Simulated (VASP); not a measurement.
# K (Im-3m) in VASP: notebook

K is run at these levels: LDA; tasks: single point, relaxation of cell and atoms.

All numbers are computed with VASP 6.6.1; they aren't measurements. Logs are shortened: lines on timing, memory, paths and dates and some standing lists are left out, and cuts for length are marked.

## Step 1: The cell of the first run

The structure is cubic, space group Im-3m (No. 229). Conventional cell: a = 5.236 Å, b = 5.236 Å, c = 5.236 Å, α = 90.00°, β = 90.00°, γ = 90.00°.

## Step 2: Single point, LDA

File INCAR:

```
SYSTEM = K
PREC = Accurate
ENCUT = 520
EDIFF = 1E-7
ISMEAR = 0
SIGMA = 0.1
LREAL = .False.
LASPH = .True.
NELM = 60
ALGO = Normal
ISIF = 2
LWAVE = .False.
LCHARG = .False.
GGA = CA
NBANDS = 10
```

File KPOINTS:

```
Automatic mesh
0
Gamma
  6 6 6
  0 0 0
```

File POSCAR:

```
K
1.0
   -2.6180000000      2.6180000000      2.6180000000
    2.6180000000     -2.6180000000      2.6180000000
    2.6180000000      2.6180000000     -2.6180000000
K
1
Direct
    0.0000000000      0.0000000000      0.0000000000
```

Potentials or basis: VASP PAW LDA potentials, release 64 (K_sv).

Launch:

```console
$ cat potpaw_LDA.64/K_sv/POTCAR > POTCAR
$ mpirun -np 1 vasp_std > vasp.out
```

OUTCAR:

```text
SYSTEM = K
   PREC = Accurate
   ENCUT = 520
   EDIFF = 1E-7
   ISMEAR = 0
   LREAL = .False.
   LASPH = .True.
   NELM = 60
   ISIF = 2
   GGA = CA

 ion  position               nearest neighbor table
   1  0.000  0.000  0.000-

  LATTYP: Found a body centered cubic cell.
 ALAT       =     5.2360000000

  Lattice vectors:

 A1 = (  -2.6180000000,   2.6180000000,   2.6180000000)
 A2 = (   2.6180000000,  -2.6180000000,   2.6180000000)
 A3 = (   2.6180000000,   2.6180000000,  -2.6180000000)

Analysis of symmetry for initial positions (statically):
=====================================================================
 Subroutine PRICEL returns:
 Original cell was already a primitive cell.

 Routine SETGRP: Setting up the symmetry group for a
 body centered cubic supercell.

 Subroutine GETGRP returns: Found 48 space group operations
 (whereof 48 operations were pure point group operations)
 out of a pool of 48 trial point group operations.

The static configuration has the point symmetry O_h .

Analysis of symmetry for dynamics (positions and initial velocities):
=====================================================================
 Subroutine PRICEL returns:
 Original cell was already a primitive cell.

 Routine SETGRP: Setting up the symmetry group for a
 body centered cubic supercell.

 Subroutine GETGRP returns: Found 48 space group operations
 (whereof 48 operations were pure point group operations)
 out of a pool of 48 trial point group operations.

The dynamic configuration has the point symmetry O_h .

 Subroutine INISYM returns: Found 48 space group operations
 (whereof 48 operations are pure point group operations),
 and found     1 'primitive' translations

----------------------------------------------------------------------------------------

                                     Primitive cell

  volume of cell :      71.7743

  direct lattice vectors                    reciprocal lattice vectors
    -2.618000000  2.618000000  2.618000000     0.000000000  0.190985485  0.190985485
     2.618000000 -2.618000000  2.618000000     0.190985485  0.000000000  0.190985485
     2.618000000  2.618000000 -2.618000000     0.190985485  0.190985485  0.000000000

  length of vectors
     4.534509014  4.534509014  4.534509014     0.270094263  0.270094263  0.270094263
[... 71 lines left out ...]
   LREAL  =      F    real-space projection
   EDIFFG = 0.1E-05   stopping-criterion for IOM
   NSW    =      0    number of steps for IOM
   IBRION =     -1    ionic relax: 0-MD 1-quasi-New 2-CG
   NFREE  =      0    steps in history (QN), initial steepest desc. (CG)
   ISIF   =      2    stress and relaxation
   ISYM   =      2    0-nonsym 1-usesym 2-fastsym
   POTIM  = 0.5000    time-step for ionic-motion
   TEBEG  =    0.0;   TEEND  =   0.0 temperature during run
   PSTRESS=    0.0 pullay stress
   NELECT =       9.0000    total number of electrons
   NUPDOWN=      -1.0000    fix difference up-down
   EMIN   =  10.00;   EMAX   =-10.00  energy-range for DOS
   EFERMI =   0.00;   METHOD = LEGACY
   ISMEAR =     0;   SIGMA  =   0.10  broadening in eV -4-tet -1-fermi 0-gaus
   EFERMI_NEDOS =   21; number of points for ismear=-14 and -15
   IALGO  =     38    algorithm
   IMIX   =      4    mixing-type and parameters
     AMIX     =   0.40;   BMIX     =  1.00
     AMIX_MAG =   1.60;   BMIX_MAG =  1.00
  volume/ion in A,a.u.               =      71.77       484.36
  Fermi-wavevector in a.u.,A,eV,Ry     =   0.819406  1.548454  9.135317  0.671427
  Thomas-Fermi vector in A             =   1.930206
   LORBIT       =      0    0 simple, 1 ext, 2 COOP (PROOUT), +10 PAW based schemes
   GGA     = CA    functional components
   LHFCALC =     F    Hartree Fock is set to
   AEXX    =    0.0000 exact exchange contribution
   IVDW    =     0    specifies the selected vdW correction
   LEPSILON=     F    determine dielectric tensor
   LRPA    =     F    only Hartree local field effects (RPA)
 non-spin polarized calculation
 Gauss-broadening in eV      SIGMA  =   0.10
  energy-cutoff  :      520.00
  volume of cell :       71.77
 maximum number of plane-waves:      1961
 NGX is ok and might be reduce to    36
   NGX = 17   NGY = 17   NGZ = 17

 number of electron       9.0000001 magnetization

 Free energy of the ion-electron system (eV)
  ---------------------------------------------------
  ext. energy  EPLUGINS =         0.00000000
  ---------------------------------------------------
  free energy    TOTEN  =        -1.13946244 eV

  energy without entropy =       -1.12707679  energy(sigma->0) =       -1.13326962

 E-fermi :  -0.2352     XC(G=0):  -5.9325

 val. band max:       -0.5025241567   @ k =   0.1667   0.1667   0.1667
 cond. band min:      -0.2240748623   @ k =   0.3333   0.1667   0.0000
 fundamental gap:      0.2784492944
 Fermi energy:        -0.2351968681

 k-point     1 :       0.0000    0.0000    0.0000
  band No.  band energies     occupation
      1     -32.0600      2.00000
      2     -15.7381      2.00000
      3     -15.7381      2.00000
      4     -15.7381      2.00000
      5      -2.4560      2.00000
      6       3.9246      0.00000
      7       3.9246      0.00000
      8       3.9246      0.00000
      9       4.8759      0.00000
     10       4.8759      0.00000
[... 183 lines left out ...]
 k-point    16 :       0.5000    0.5000    0.5000
  band No.  band energies     occupation
      1     -32.0512      2.00000
      2     -15.7937      2.00000
      3     -15.7937      2.00000
      4     -15.7937      2.00000
      5       1.4083      0.00000
      6       1.4083      0.00000
      7       3.2655      0.00000
      8       3.2655      0.00000
      9       3.2655      0.00000
     10       5.1997      0.00000

------------------------ aborting loop because EDIFF is reached ----------------------------------------

  FORCE on cell =-STRESS in cart. coord.  units (eV):
  Direction    XX          YY          ZZ          XY          YZ          ZX
  --------------------------------------------------------------------------------------
  -------------------------------------------------------------------------------------
  Total       -0.1759462     -0.1759462     -0.1759462      0.0000000     -0.0000000      0.0000000
  in kB       -3.9275490     -3.9275490     -3.9275490      0.0000000     -0.0000000      0.0000000
  external PRESSURE =      -3.9275490 kB  Pullay stress =       0.0000000 kB

 VOLUME and BASIS-vectors are now :
 -----------------------------------------------------------------------------
  energy-cutoff  :      520.00
  volume of cell :       71.77
      direct lattice vectors                 reciprocal lattice vectors
    -2.618000000  2.618000000  2.618000000     0.000000000  0.190985485  0.190985485
     2.618000000 -2.618000000  2.618000000     0.190985485  0.000000000  0.190985485
     2.618000000  2.618000000 -2.618000000     0.190985485  0.190985485  0.000000000

 POSITION                                       TOTAL-FORCE (eV/Angst)
 -----------------------------------------------------------------------------------
      0.00000      0.00000      0.00000        -0.000000      0.000000     -0.000000
 -----------------------------------------------------------------------------------
    total drift:                               -0.000000      0.000000      0.000000

  FREE ENERGIE OF THE ION-ELECTRON SYSTEM (eV)
  ---------------------------------------------------
  free  energy   TOTEN  =        -1.1394624408 eV

  energy  without entropy=       -1.1270767927  energy(sigma->0) =       -1.13326962
```

OSZICAR:

```text
N       E                     dE             d eps       ncg     rms          rms(c)
DAV:   1     0.511972496907E+02    0.51197E+02   -0.35911E+03   320   0.690E+02
DAV:   2     0.656189175508E+00   -0.50541E+02   -0.49509E+02   344   0.214E+02
DAV:   3    -0.110183213568E+01   -0.17580E+01   -0.17555E+01   516   0.294E+01
DAV:   4    -0.113979018868E+01   -0.37958E-01   -0.37949E-01   412   0.345E+00
DAV:   5    -0.114061228833E+01   -0.82210E-03   -0.82204E-03   520   0.346E-01    0.219E+00
DAV:   6    -0.113970451574E+01    0.90777E-03   -0.14452E-03   480   0.245E-01    0.136E+00
DAV:   7    -0.113942921229E+01    0.27530E-03   -0.27926E-03   454   0.313E-01    0.561E-02
DAV:   8    -0.113945475095E+01   -0.25539E-04   -0.22438E-04   466   0.151E-01    0.202E-02
DAV:   9    -0.113946257343E+01   -0.78225E-05   -0.91387E-06   412   0.229E-02    0.950E-03
DAV:  10    -0.113946239672E+01    0.17672E-06   -0.29866E-06   452   0.139E-02    0.155E-03
DAV:  11    -0.113946244079E+01   -0.44074E-07   -0.46999E-08   324   0.229E-03
   1 F= -.11394624E+01 E0= -.11332696E+01  d E =-.123856E-01
```

Wall time 9.6 s (1 thread of Intel Xeon Platinum 8259CL at 2.50GHz (Skylake/Cascade Lake), shared host); peak memory 0.16 GiB.

Results:

```
Free energy            : -1.1395 eV
Pressure               : -0.4 GPa
Band gap on the k mesh : zero (an odd number of electrons rules out a gap without spin polarisation)
```

Levels at points of the mesh, in eV from the Fermi level:
| k point | band 1 | band 2 | band 3 | band 4 | band 5 | band 6 | band 7 | band 8 | band 9 |
| --- | --- | --- | --- | --- | --- | --- | --- | --- | --- |
| (0.00, 0.00, 0.00) | -31.82 | -15.50 | -15.50 | -15.50 | -2.22 | 4.16 | 4.16 | 4.16 | 5.11 |
| (0.50, 0.00, 0.00) | -31.82 | -15.58 | -15.53 | -15.50 | 0.38 | 0.72 | 3.07 | 4.76 | 5.60 |
| (0.50, 0.50, 0.50) | -31.82 | -15.56 | -15.56 | -15.56 | 1.64 | 1.64 | 3.50 | 3.50 | 3.50 |

## Step 3: Single point, LDA

This run uses another cell than the first one, of 64.33 Å³/atom.

File INCAR:

```
SYSTEM = K
PREC = Accurate
ENCUT = 520
EDIFF = 1E-6
ISMEAR = 0
SIGMA = 0.1
LREAL = .FALSE.
LASPH = .TRUE.
NELM = 80
ALGO = Fast
ISIF = 2
LWAVE = .FALSE.
LCHARG = .FALSE.
NBANDS = 10
```

File KPOINTS:

```
Automatic mesh
0
G
  16 16 16
  0 0 0
```

File POSCAR:

```
K
1.0
   -2.5242060231      2.5242060231      2.5242060231
    2.5242060231     -2.5242060231      2.5242060231
    2.5242060231      2.5242060231     -2.5242060231
K
1
Direct
    0.0000000000      0.0000000000      0.0000000000
```

Potentials or basis: VASP PAW LDA potentials, release 64 (K_sv).

Launch:

```console
$ cat potpaw_LDA.64/K_sv/POTCAR > POTCAR
$ mpirun -np 1 vasp_std > vasp.out
```

OUTCAR:

```text
SYSTEM = K
   PREC = Accurate
   ENCUT = 520
   EDIFF = 1E-6
   ISMEAR = 0
   LREAL = .FALSE.
   LASPH = .TRUE.
   NELM = 80
   ISIF = 2

 ion  position               nearest neighbor table
   1  0.000  0.000  0.000-

  LATTYP: Found a body centered cubic cell.
 ALAT       =     5.0484120462

  Lattice vectors:

 A1 = (  -2.5242060231,   2.5242060231,   2.5242060231)
 A2 = (   2.5242060231,  -2.5242060231,   2.5242060231)
 A3 = (   2.5242060231,   2.5242060231,  -2.5242060231)

Analysis of symmetry for initial positions (statically):
=====================================================================
 Subroutine PRICEL returns:
 Original cell was already a primitive cell.

 Routine SETGRP: Setting up the symmetry group for a
 body centered cubic supercell.

 Subroutine GETGRP returns: Found 48 space group operations
 (whereof 48 operations were pure point group operations)
 out of a pool of 48 trial point group operations.

The static configuration has the point symmetry O_h .

Analysis of symmetry for dynamics (positions and initial velocities):
=====================================================================
 Subroutine PRICEL returns:
 Original cell was already a primitive cell.

 Routine SETGRP: Setting up the symmetry group for a
 body centered cubic supercell.

 Subroutine GETGRP returns: Found 48 space group operations
 (whereof 48 operations were pure point group operations)
 out of a pool of 48 trial point group operations.

The dynamic configuration has the point symmetry O_h .

 Subroutine INISYM returns: Found 48 space group operations
 (whereof 48 operations are pure point group operations),
 and found     1 'primitive' translations

----------------------------------------------------------------------------------------

                                     Primitive cell

  volume of cell :      64.3331

  direct lattice vectors                    reciprocal lattice vectors
    -2.524206023  2.524206023  2.524206023     0.000000000  0.198082088  0.198082088
     2.524206023 -2.524206023  2.524206023     0.198082088  0.000000000  0.198082088
     2.524206023  2.524206023 -2.524206023     0.198082088  0.198082088  0.000000000

  length of vectors
     4.372053081  4.372053081  4.372053081     0.280130376  0.280130376  0.280130376

  position of ions in fractional coordinates (direct lattice)
     0.000000000  0.000000000  0.000000000

  ion indices of the primitive-cell ions
   primitive index   ion index
                 1           1

----------------------------------------------------------------------------------------

 KPOINTS: Automatic mesh

Automatic generation of k-mesh.
 Grid dimensions read from file:
 generate k-points for:   16   16   16

 Generating k-lattice:

  Cartesian coordinates                     Fractional coordinates (reciprocal lattice)
     0.000000000  0.012380131  0.012380131     0.062500000  0.000000000  0.000000000
     0.012380131  0.000000000  0.012380131     0.000000000  0.062500000  0.000000000
     0.012380131  0.012380131  0.000000000     0.000000000  0.000000000  0.062500000

  Length of vectors
     0.017508148  0.017508148  0.017508148

  Shift w.r.t. Gamma in fractional coordinates (k-lattice)
     0.000000000  0.000000000  0.000000000

 Subroutine IBZKPT returns following result:
 ===========================================

 Found    145 irreducible k-points:

 Following reciprocal coordinates:
            Coordinates               Weight
  0.000000  0.000000  0.000000      1.000000
  0.062500  0.000000  0.000000     12.000000
  0.125000  0.000000  0.000000     12.000000
  0.187500  0.000000  0.000000     12.000000
  0.250000  0.000000  0.000000     12.000000
  0.312500  0.000000  0.000000     12.000000
[... 16 lines left out ...]
  0.187500  0.187500  0.000000     24.000000
  0.250000  0.187500 -0.000000     48.000000
 [... further k-points ...]
   k-points           NKPTS =    145   k-points in BZ     NKDIM =    145   number of bands    NBANDS=     10
   number of dos      NEDOS =    301   number of ions     NIONS =      1
   total plane-waves  NPLWV =  46656
   dimension x,y,z NGX =    36 NGY =   36 NGZ =   36
   dimension x,y,z NGXF=    72 NGYF=   72 NGZF=   72
   ions per type =               1
   NGX,Y,Z   is equivalent  to a cutoff of  13.69, 13.69, 13.69 a.u.
   NGXF,Y,Z  is equivalent  to a cutoff of  27.38, 27.38, 27.38 a.u.
 SYSTEM =  K
   PREC   = accura    normal or accurate (medium, high low for compatibility)
   ISTART =      0    job   : 0-new  1-cont  2-samecut
   ICHARG =      2    charge: 1-file 2-atom 10-const
   ISPIN  =      1    spin polarized calculation?
   LNONCOLLINEAR =      F non collinear calculations
   LSORBIT =      F    spin-orbit coupling
   LASPH  =      T    aspherical Exc in radial PAW
   ENCUT  =  520.0 eV  38.22 Ry    6.18 a.u.   8.13  8.13  8.13*2*pi/ulx,y,z
   NELM   =     80;   NELMIN=  2; NELMDL= -5     # of ELM steps
   EDIFF  = 0.1E-05   stopping-criterion for ELM
   LREAL  =      F    real-space projection
   EDIFFG = 0.1E-04   stopping-criterion for IOM
   NSW    =      0    number of steps for IOM
   IBRION =     -1    ionic relax: 0-MD 1-quasi-New 2-CG
   NFREE  =      0    steps in history (QN), initial steepest desc. (CG)
   ISIF   =      2    stress and relaxation
   ISYM   =      2    0-nonsym 1-usesym 2-fastsym
   POTIM  = 0.5000    time-step for ionic-motion
   TEBEG  =    0.0;   TEEND  =   0.0 temperature during run
   PSTRESS=    0.0 pullay stress
   NELECT =       9.0000    total number of electrons
   NUPDOWN=      -1.0000    fix difference up-down
   EMIN   =  10.00;   EMAX   =-10.00  energy-range for DOS
   EFERMI =   0.00;   METHOD = LEGACY
   ISMEAR =     0;   SIGMA  =   0.10  broadening in eV -4-tet -1-fermi 0-gaus
   EFERMI_NEDOS =   21; number of points for ismear=-14 and -15
   IALGO  =     68    algorithm
   IMIX   =      4    mixing-type and parameters
     AMIX     =   0.40;   BMIX     =  1.00
     AMIX_MAG =   1.60;   BMIX_MAG =  1.00
  volume/ion in A,a.u.               =      64.33       434.14
  Fermi-wavevector in a.u.,A,eV,Ry     =   0.849854  1.605991  9.826827  0.722251
  Thomas-Fermi vector in A             =   1.965740
   LORBIT       =      0    0 simple, 1 ext, 2 COOP (PROOUT), +10 PAW based schemes
   GGA     = CA    functional components
   LHFCALC =     F    Hartree Fock is set to
   AEXX    =    0.0000 exact exchange contribution
   IVDW    =     0    specifies the selected vdW correction
   LEPSILON=     F    determine dielectric tensor
   LRPA    =     F    only Hartree local field effects (RPA)
 non-spin polarized calculation
 RMM-DIIS sequential band-by-band and
 Gauss-broadening in eV      SIGMA  =   0.10
  energy-cutoff  :      520.00
  volume of cell :       64.33
 maximum number of plane-waves:      1754
 NGX is ok and might be reduce to    36
   NGX = 17   NGY = 17   NGZ = 17

 number of electron       9.0000001 magnetization

 Free energy of the ion-electron system (eV)
  ---------------------------------------------------
  ext. energy  EPLUGINS =         0.00000000
  ---------------------------------------------------
  free energy    TOTEN  =        -1.16695484 eV

  energy without entropy =       -1.16327396  energy(sigma->0) =       -1.16511440

 E-fermi :  -0.0009     XC(G=0):  -6.2253

 val. band max:       -0.0058631294   @ k =  -0.3750   0.4375   0.1250
 cond. band min:      -0.0000483932   @ k =   0.3125   0.1875   0.0000
 fundamental gap:      0.0058147362
 Fermi energy:        -0.0008795489

 k-point     1 :       0.0000    0.0000    0.0000
  band No.  band energies     occupation
      1     -31.7501      2.00000
      2     -15.4170      2.00000
      3     -15.4170      2.00000
      4     -15.4170      2.00000
      5      -2.3683      2.00000
      6       4.2726      0.00000
      7       4.2726      0.00000
      8       4.2726      0.00000
      9       5.3005      0.00000
     10       5.3005      0.00000

 k-point     2 :       0.0625    0.0000    0.0000
  band No.  band energies     occupation
      1     -31.7498      2.00000
      2     -15.4214      2.00000
      3     -15.4184      2.00000
      4     -15.4170      2.00000
      5      -2.3135      2.00000
      6       4.2067      0.00000
      7       4.2113      0.00000
      8       4.3186      0.00000
      9       5.1974      0.00000
     10       5.2899      0.00000
[... 274 lines left out ...]
 k-point    24 :       0.2500    0.1875   -0.0000
  band No.  band energies     occupation
      1     -31.7428      2.00000
      2     -15.5049      2.00000
      3     -15.4530      2.00000
      4     -15.4263      2.00000
      5      -0.5206      2.00000
      6       2.1695      0.00000
      7       2.7973      0.00000
      8       4.9925      0.00000
      9       5.2776      0.00000
     10       5.8155      0.00000

 [... further k-points ...]
[... 5 lines left out ...]
  --------------------------------------------------------------------------------------
  -------------------------------------------------------------------------------------
  Total       -0.0112825     -0.0112825     -0.0112825      0.0000000      0.0000000      0.0000000
  in kB       -0.2809844     -0.2809844     -0.2809844      0.0000000      0.0000000      0.0000000
  external PRESSURE =      -0.2809844 kB  Pullay stress =       0.0000000 kB

 VOLUME and BASIS-vectors are now :
 -----------------------------------------------------------------------------
  energy-cutoff  :      520.00
  volume of cell :       64.33
      direct lattice vectors                 reciprocal lattice vectors
    -2.524206023  2.524206023  2.524206023     0.000000000  0.198082088  0.198082088
     2.524206023 -2.524206023  2.524206023     0.198082088  0.000000000  0.198082088
     2.524206023  2.524206023 -2.524206023     0.198082088  0.198082088  0.000000000

 POSITION                                       TOTAL-FORCE (eV/Angst)
 -----------------------------------------------------------------------------------
      0.00000      0.00000      0.00000        -0.000000      0.000000      0.000000
 -----------------------------------------------------------------------------------
    total drift:                               -0.000000      0.000000      0.000000

  FREE ENERGIE OF THE ION-ELECTRON SYSTEM (eV)
  ---------------------------------------------------
  free  energy   TOTEN  =        -1.1669548426 eV

  energy  without entropy=       -1.1632739558  energy(sigma->0) =       -1.16511440
```

Run time: 1.7 min. Hardware: 1 thread of Intel Xeon Platinum 8259CL at 2.50GHz (Skylake/Cascade Lake), shared host; peak memory 0.22 GiB.

Results:

| Item | Value |
| --- | --- |
| Free energy | -1.1670 eV |
| Pressure | 0.0 GPa |
| Band gap on the k mesh | zero (an odd number of electrons rules out a gap without spin polarisation) |

(Part 1 of 2 ends here.)

The gap in the log of VASP goes by the Fermi energy; the results here count the filled bands.